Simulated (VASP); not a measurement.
The system is SiC.

```xyz
12
Lattice="3.0532 0.0000 0.0000 -1.5266 2.6441 0.0000 0.0000 0.0000 14.9650" Properties=species:S:1:pos:R:3 pbc="T T T"
Si    1.5266    0.8814    6.8584
Si    0.0000    1.7627   14.3409
Si    1.5266    0.8814   11.8478
Si    0.0000    1.7627    4.3653
Si    0.0000    0.0000    9.3531
Si    0.0000    0.0000    1.8706
C     1.5266    0.8814    4.9878
C     0.0000    1.7627   12.4703
C     1.5266    0.8814    9.9771
C     0.0000    1.7627    2.4947
C     0.0000    0.0000    7.4825
C     0.0000    0.0000    0.0000
```

Base run:

```yaml
Program: VASP 6.6.1
Functional: PBE
Dispersion: D4
Potentials_or_basis: VASP PAW PBE potentials, release 64 (Si, C)
Cutoff: 520 eV
k_mesh: 10 × 10 × 2
Occupations: fermi-dirac, width 0.05 eV
Spin: no spin polarisation
```

Its results: band gap on the k mesh 2.01 eV (least direct gap 3.11 eV); pressure 5.1 GPa; largest force 0.151 eV/Å.

**Question.** The run is repeated on the same cell with these changes: functional from PBE to BLYP. What comes out?

**Answer.** Band gap on the k mesh 2.33 eV (least direct gap 3.43 eV); pressure 5.7 GPa; largest force 0.152 eV/Å.

BLYP binds less tightly than PBE, so the same cell stands under more pressure.

Caveats: the cell stands under pressure; the PAW data sets were made with another functional, which shifts forces and pressure a little (at least some runs).

A k mesh can miss the band edges.
